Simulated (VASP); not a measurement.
# Si2W (I4/mmm) in VASP: notebook

The runs below take Si2W through single point, with LDA.

All numbers are computed with VASP 6.6.1; they aren't measurements. Logs are shortened: lines on timing, memory, paths and dates and some standing lists are left out, and cuts for length are marked.

**1. The cell of the first run**

Symmetry: I4/mmm, No. 139, tetragonal system. The conventional cell has a = 3.256 Å, b = 3.256 Å, c = 7.933 Å, α = 90.00°, β = 90.00°, γ = 90.00°. W (site symmetry 4/mmm) has 10 Si at 2.65 to 2.66 Å and 4 W at 3.26 Å within 3.5 Å. Within 3.5 Å of Si (site symmetry 4mm) lie 9 Si at 2.62 to 3.26 Å and 5 W at 2.65 to 2.66 Å.

**2. Single point, LDA (14.02 Å³/atom)**

The input, INCAR:

```
PREC = Accurate ; ENCUT = 520
EDIFF = 1E-6 ; ISMEAR = -1
SIGMA = 0.05 ; LREAL = F
LASPH = T ; NELM = 60
ALGO = Normal ; ISIF = 2
LWAVE = F ; LCHARG = F
GGA = CA ; NBANDS = 18
```

The input, KPOINTS:

```
Automatic mesh
0
Gamma
  12 12 12
```

The input, POSCAR:

```
Si2W
1.0
   -1.6280458460      1.6280458460      3.9664684080
    1.6280458460     -1.6280458460      3.9664684080
    1.6280458460      1.6280458460     -3.9664684080
W Si
1 2
Direct
    0.0000000000      0.0000000000      0.0000000000
    0.6653000000      0.6653000000      0.0000000000
    0.3347000000      0.3347000000      0.0000000000
```

Potentials or basis: VASP PAW LDA potentials, release 64 (W_sv, Si).

Run with:

```console
$ cat potpaw_LDA.64/W_sv/POTCAR potpaw_LDA.64/Si/POTCAR > POTCAR
$ mpirun -np 1 vasp_std > vasp.out
```

OUTCAR:

```text
PREC = Accurate
   ENCUT = 520
   EDIFF = 1E-6
   ISMEAR = -1
   LREAL = F
   LASPH = T
   NELM = 60
   ISIF = 2
   GGA = CA

 ion  position               nearest neighbor table
   1  0.000  0.000  0.000-   2 2.65   3 2.65   2 2.65   3 2.65   2 2.65   3 2.65   3 2.65   2 2.65
                             2 2.66   3 2.66
   2  0.665  0.665  0.000-   3 2.62   1 2.65   1 2.65   1 2.65   1 2.65   1 2.66   3 2.67   3 2.67
                             3 2.67   3 2.67
   3  0.335  0.335  0.000-   2 2.62   1 2.65   1 2.65   1 2.65   1 2.65   1 2.66   2 2.67   2 2.67
                             2 2.67   2 2.67

  LATTYP: Found a body centered tetragonal cell.
 ALAT       =     3.2560916920
 C/A-ratio  =     2.4363370465

  Lattice vectors:

 A1 = (  -1.6280458460,   1.6280458460,   3.9664684080)
 A2 = (   1.6280458460,  -1.6280458460,   3.9664684080)
 A3 = (   1.6280458460,   1.6280458460,  -3.9664684080)

Analysis of symmetry for initial positions (statically):
=====================================================================
 Subroutine PRICEL returns:
 Original cell was already a primitive cell.

 Routine SETGRP: Setting up the symmetry group for a
 body centered tetragonal supercell.

 Subroutine GETGRP returns: Found 16 space group operations
 (whereof 16 operations were pure point group operations)
 out of a pool of 16 trial point group operations.

The static configuration has the point symmetry D_4h.

Analysis of symmetry for dynamics (positions and initial velocities):
=====================================================================
 Subroutine PRICEL returns:
 Original cell was already a primitive cell.

 Routine SETGRP: Setting up the symmetry group for a
 body centered tetragonal supercell.

 Subroutine GETGRP returns: Found 16 space group operations
 (whereof 16 operations were pure point group operations)
 out of a pool of 16 trial point group operations.

The dynamic configuration has the point symmetry D_4h.

 Subroutine INISYM returns: Found 16 space group operations
 (whereof 16 operations are pure point group operations),
 and found     1 'primitive' translations

----------------------------------------------------------------------------------------

                                     Primitive cell

  volume of cell :      42.0530
[... 87 lines left out ...]
   LSORBIT =      F    spin-orbit coupling
   LASPH  =      T    aspherical Exc in radial PAW
   ENCUT  =  520.0 eV  38.22 Ry    6.18 a.u.   8.53  8.53  8.53*2*pi/ulx,y,z
   NELM   =     60;   NELMIN=  2; NELMDL= -5     # of ELM steps
   EDIFF  = 0.1E-05   stopping-criterion for ELM
   LREAL  =      F    real-space projection
   EDIFFG = 0.1E-04   stopping-criterion for IOM
   NSW    =      0    number of steps for IOM
   IBRION =     -1    ionic relax: 0-MD 1-quasi-New 2-CG
   NFREE  =      0    steps in history (QN), initial steepest desc. (CG)
   ISIF   =      2    stress and relaxation
   ISYM   =      2    0-nonsym 1-usesym 2-fastsym
   POTIM  = 0.5000    time-step for ionic-motion
   TEBEG  =    0.0;   TEEND  =   0.0 temperature during run
   PSTRESS=    0.0 pullay stress
   NELECT =      22.0000    total number of electrons
   NUPDOWN=      -1.0000    fix difference up-down
   EMIN   =  10.00;   EMAX   =-10.00  energy-range for DOS
   EFERMI =   0.00;   METHOD = LEGACY
   ISMEAR =    -1;   SIGMA  =   0.05  broadening in eV -4-tet -1-fermi 0-gaus
   EFERMI_NEDOS =   21; number of points for ismear=-14 and -15
   IALGO  =     38    algorithm
   IMIX   =      4    mixing-type and parameters
     AMIX     =   0.40;   BMIX     =  1.00
     AMIX_MAG =   1.60;   BMIX_MAG =  1.00
  volume/ion in A,a.u.               =      14.02        94.60
  Fermi-wavevector in a.u.,A,eV,Ry     =   1.319117  2.492770 23.675084  1.740070
  Thomas-Fermi vector in A             =   2.449038
   LORBIT       =      0    0 simple, 1 ext, 2 COOP (PROOUT), +10 PAW based schemes
   GGA     = CA    functional components
   LHFCALC =     F    Hartree Fock is set to
   AEXX    =    0.0000 exact exchange contribution
   IVDW    =     0    specifies the selected vdW correction
   LEPSILON=     F    determine dielectric tensor
   LRPA    =     F    only Hartree local field effects (RPA)
 non-spin polarized calculation
  energy-cutoff  :      520.00
  volume of cell :       42.05
 maximum number of plane-waves:      1151
 NGX is ok and might be reduce to    36
   NGX = 17   NGY = 17   NGZ = 17

 number of electron      22.0000001 magnetization

 Free energy of the ion-electron system (eV)
  ---------------------------------------------------
  ext. energy  EPLUGINS =         0.00000000
  ---------------------------------------------------
  free energy    TOTEN  =       -27.25208998 eV

  energy without entropy =      -27.24994932  energy(sigma->0) =      -27.25101965

 E-fermi :  11.3187     XC(G=0): -12.4617

 val. band max:       11.2695871188   @ k =  -0.3333  -0.4167   0.3333
 cond. band min:      11.3478133019   @ k =  -0.4167  -0.4167   0.3333
 fundamental gap:      0.0782261831
 Fermi energy:        11.3186613739

 k-point     1 :       0.0000    0.0000    0.0000
  band No.  band energies     occupation
      1     -62.1703      2.00000
      2     -26.6552      2.00000
      3     -26.6475      2.00000
      4     -26.6475      2.00000
      5      -2.3455      2.00000
      6       4.7623      2.00000
[... 481 lines left out ...]
      5       0.6300      2.00000
      6       3.2501      2.00000
[... 10 lines left out ...]
     17      18.1540      0.00000
     18      19.3343      0.00000

 [... further k-points ...]

------------------------ aborting loop because EDIFF is reached ----------------------------------------

  FORCE on cell =-STRESS in cart. coord.  units (eV):
  Direction    XX          YY          ZZ          XY          YZ          ZX
  --------------------------------------------------------------------------------------
  -------------------------------------------------------------------------------------
  Total       -3.3050072     -3.3050072     -3.5752610      0.0000000     -0.0000000     -0.0000000
  in kB     -125.9173965   -125.9173965   -136.2137930      0.0000000     -0.0000000     -0.0000000
  external PRESSURE =    -129.3495286 kB  Pullay stress =       0.0000000 kB

 VOLUME and BASIS-vectors are now :
 -----------------------------------------------------------------------------
  energy-cutoff  :      520.00
  volume of cell :       42.05
      direct lattice vectors                 reciprocal lattice vectors
    -1.628045846  1.628045846  3.966468408     0.000000000  0.307116658  0.126056721
     1.628045846 -1.628045846  3.966468408     0.307116658  0.000000000  0.126056721
     1.628045846  1.628045846 -3.966468408     0.307116658  0.307116658  0.000000000

 POSITION                                       TOTAL-FORCE (eV/Angst)
 -----------------------------------------------------------------------------------
      0.00000      0.00000      0.00000         0.000000      0.000000      0.000000
      0.00000      0.00000      5.27778         0.000000      0.000000     -0.137060
      0.00000      0.00000      2.65515        -0.000000     -0.000000      0.137060
 -----------------------------------------------------------------------------------
    total drift:                               -0.000000     -0.000000      0.000000

  FREE ENERGIE OF THE ION-ELECTRON SYSTEM (eV)
  ---------------------------------------------------
  free  energy   TOTEN  =       -27.2520899789 eV

  energy  without entropy=      -27.2499493223  energy(sigma->0) =      -27.25101965
```

OSZICAR:

```text
N       E                     dE             d eps       ncg     rms          rms(c)
DAV:   1     0.127043928465E+03    0.12704E+03   -0.10839E+04  5868   0.123E+03
DAV:   2    -0.236662973875E+02   -0.15071E+03   -0.14726E+03  6746   0.319E+02
DAV:   3    -0.281314757450E+02   -0.44652E+01   -0.44137E+01  7404   0.494E+01
DAV:   4    -0.281717855958E+02   -0.40310E-01   -0.40265E-01  7052   0.498E+00
DAV:   5    -0.281722422273E+02   -0.45663E-03   -0.45661E-03  7068   0.563E-01    0.236E+01
DAV:   6    -0.273826142858E+02    0.78963E+00   -0.38049E+00  6276   0.132E+01    0.768E+00
DAV:   7    -0.272828407726E+02    0.99774E-01   -0.33303E-01  6258   0.320E+00    0.448E+00
DAV:   8    -0.272528412172E+02    0.30000E-01   -0.63188E-02  6556   0.182E+00    0.298E-01
DAV:   9    -0.272522750509E+02    0.56617E-03   -0.13455E-03  6798   0.296E-01    0.186E-01
DAV:  10    -0.272520974947E+02    0.17756E-03   -0.32052E-04  6984   0.159E-01    0.385E-02
DAV:  11    -0.272520900581E+02    0.74366E-05   -0.46076E-05  6716   0.504E-02    0.205E-02
DAV:  12    -0.272520899789E+02    0.79153E-07   -0.23904E-06  5258   0.986E-03
   1 F= -.27252090E+02 E0= -.27251020E+02  d E =-.214066E-02
```

stdout:

```text
POSCAR found type information on POSCAR W Si
 POSCAR found :  2 types and       3 ions
 scaLAPACK will be used
 LDA part: xc-table for (Slater(with rela. corr.)+CA(PZ))
 , standard interpolation
 POSCAR, INCAR and KPOINTS ok, starting setup
 FFT: planning ... GRIDC
 FFT: planning ... GRID_SOFT
 FFT: planning ... GRID
 WAVECAR not read
 entering main loop
```

Wall time 62 s (1 thread of Intel Xeon 6975P-C (Granite Rapids), shared host); peak memory 0.24 GiB.

Results:

* Free energy: -27.2521 eV
* Pressure: -12.9 GPa
* Largest force: 0.137 eV/Å
* Band gap on the k mesh: zero (bands 11 and 12 overlap by 1.23 eV)

Forces in eV/Å, atoms in the order of the input:
```
W    0.000  0.000  0.000
Si   0.000  0.000 -0.137
Si   0.000  0.000  0.137
```

Levels at points of the mesh, in eV from the Fermi level:
| k point | band 9 | band 10 | band 11 | band 12 | band 13 | band 14 |
| --- | --- | --- | --- | --- | --- | --- |
| (0.00, 0.00, 0.00) | -2.72 | -2.72 | 0.56 | 2.51 | 3.00 | 3.00 |
| (0.50, 0.00, 0.00) | -2.67 | -2.64 | -0.40 | 2.47 | 2.73 | 3.83 |
| (0.50, 0.50, 0.00) | -4.82 | -3.08 | -1.64 | 2.66 | 2.72 | 2.88 |
| (0.50, 0.50, 0.50) | -0.80 | -0.80 | -0.49 | -0.49 | 0.72 | 4.32 |

Caveat: the cell stands under tension; spin-orbit coupling is left out, which moves the levels of the heavy elements.

**3. Single point, LDA (14.29 Å³/atom)**

This run uses another cell than the first one, of 14.29 Å³/atom.

The input, INCAR:

```
ALGO     = Normal         # electronic algorithm
EDIFF    = 1E-6           # SCF threshold, eV
ENCUT    = 520            # plane-wave cutoff, eV
GGA      = CA             # functional
ISIF     = 2              # what is computed and relaxed
ISMEAR   = -1             # smearing method
LASPH    = T              # aspherical terms in the spheres
LCHARG   = F              # write CHGCAR
LREAL    = F              # projectors in reciprocal space
LWAVE    = F              # write WAVECAR
NBANDS   = 18             # bands
NELM     = 80             # most SCF steps
PREC     = Accurate       # precision mode
SIGMA    = 0.05           # smearing width, eV
```

The input, KPOINTS:

```
k-points
0
Gamma
  12 12 12
```

The input, POSCAR:

```
Si2W
1.0
   -1.6384158444      1.6384158444      3.9917332191
    1.6384158444     -1.6384158444      3.9917332191
    1.6384158444      1.6384158444     -3.9917332191
W Si
1 2
Direct
    0.0000000000      0.0000000000      0.0000000000
    0.6653000000      0.6653000000      0.0000000000
    0.3347000000      0.3347000000      0.0000000000
```

Potentials or basis: VASP PAW LDA potentials, release 64 (W_sv, Si).

Run with:

```console
$ cat potpaw_LDA.64/W_sv/POTCAR potpaw_LDA.64/Si/POTCAR > POTCAR
$ mpirun -np 1 vasp_std > vasp.out
```

It took 61 s on 1 thread of Intel Xeon 6975P-C (Granite Rapids), shared host; peak memory 0.25 GiB.

Results (log left out):

| Property | Result |
| --- | --- |
| Free energy | -27.1787 eV |
| Pressure | -16.3 GPa |
| Largest force | 0.182 eV/Å |
| Band gap on the k mesh | zero (bands 11 and 12 overlap by 1.20 eV) |

Forces on the atoms (eV/Å):
```
W    0.000  0.000  0.000
Si   0.000  0.000 -0.182
Si   0.000  0.000  0.182
```

Stress tensor (GPa, compression positive):
```
-15.78   0.00   0.00
  0.00 -15.78   0.00
  0.00   0.00 -17.24
```

Levels at points of the mesh, in eV from the Fermi level:
| k point | band 7 | band 8 | band 9 | band 10 | band 11 | band 12 | band 13 | band 14 | band 15 | band 16 |
| --- | --- | --- | --- | --- | --- | --- | --- | --- | --- | --- |
| (0.00, 0.00, 0.00) | -3.77 | -3.07 | -2.66 | -2.66 | 0.55 | 2.40 | 2.96 | 2.96 | 3.23 | 4.27 |
| (0.50, 0.00, 0.00) | -5.45 | -4.58 | -2.61 | -2.57 | -0.37 | 2.40 | 2.70 | 3.78 | 3.90 | 5.08 |
| (0.50, 0.50, 0.00) | -5.64 | -5.48 | -4.74 | -3.00 | -1.63 | 2.60 | 2.64 | 2.80 | 3.69 | 4.38 |
| (0.50, 0.50, 0.50) | -3.52 | -2.42 | -0.79 | -0.79 | -0.48 | -0.48 | 0.71 | 4.13 | 4.25 | 6.16 |

Caveat: the cell stands under tension; spin-orbit coupling is left out, which moves the levels of the heavy elements.
